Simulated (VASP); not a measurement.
Wanted: the native input for a VASP 6.6.1 run.

```yaml
Task: single point
Functional: LDA
Potentials_or_basis: VASP PAW LDA potentials, release 64 (Ge_d)
Cutoff: 520 eV
k_mesh: 14 × 14 × 14
Occupations: gaussian, width 0.1 eV
Spin: no spin polarisation
Dipole_correction: no
Further_INCAR_settings: ALGO = Normal; EDIFF = 1e-06; NBANDS = 21
```

The structure of Ge lies in POSCAR:

```
Ge
1.0
    0.0000000000      2.7533348679      2.7533348679
    2.7533348679      0.0000000000      2.7533348679
    2.7533348679      2.7533348679      0.0000000000
Ge
2
Direct
    0.5000000000      0.5000000000      0.5000000000
    0.7500000000      0.7500000000      0.7500000000
```

One way to write it, as run:

INCAR

```
SYSTEM = Ge
ALGO = Normal
EDIFF = 1E-6
ENCUT = 520
GGA = CA
ISIF = 2
ISMEAR = 0
LASPH = .TRUE.
LCHARG = .FALSE.
LREAL = .FALSE.
LWAVE = .FALSE.
NBANDS = 21
NELM = 60
PREC = Accurate
SIGMA = 0.1
```

KPOINTS

```
k-points
0
G
  14 14 14
  0 0 0
```

Potentials or basis: VASP PAW LDA potentials, release 64 (Ge_d).

The run is started by

```console
$ cat potpaw_LDA.64/Ge_d/POTCAR > POTCAR
$ mpirun -np 1 vasp_std > vasp.out
```

Results of the run:

```json
{
 "Pressure": "5.5 GPa",
 "Band gap on the k mesh": "0.33 eV (least direct gap 0.62 eV)"
}
```

Caveat: the cell stands under pressure; semilocal functionals underestimate gaps, and a narrow one can read as zero.

Wall time 110 s on 1 thread of Intel Xeon 8259CL, on a shared host, peak memory 0.2 GiB.
